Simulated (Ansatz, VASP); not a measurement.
## One calculation of BN, two programs

```xyz
2
Lattice="0.0000 1.8075 1.8256 1.8075 0.0000 1.8256 1.8075 1.8075 0.0000" Properties=species:S:1:pos:R:3 pbc="T T T"
B     0.0000    0.0000    0.0000
N     2.7113    2.7113    2.7384
```

Change from the starting cell: zz strain of +1 %, crystal datasets.

Alike in both runs: task electric field gradients; functional PBEsol; k mesh 13 × 13 × 13; occupations fermi-dirac, width 0.03 eV; no spin polarisation.

```csv
,VASP,Ansatz
version,VASP 6.6.1,Ansatz 0.2.0
potentials or method,"VASP PAW PBE potentials, release 64 (B, N), cutoff 520 eV","all-electron PAW with datasets made for the crystal, scalar-relativistic"
```

```csv
,VASP,Ansatz,Ansatz less VASP
gap on the k mesh at the Fermi level (eV),4.25,4.26,+0.008
pressure (GPa),-6.1,-6.6,-0.54
"traceless stress, the component that is largest in VASP (GPa)",-4.04,-4.05,-0.006
size of Vzz on the site where it differs most (V/Å²),0.3,0.3,-0.08
```

VASP's potentials were made for PBE, not for PBEsol. Ansatz ran all-electron here, and VASP with PAW potentials.
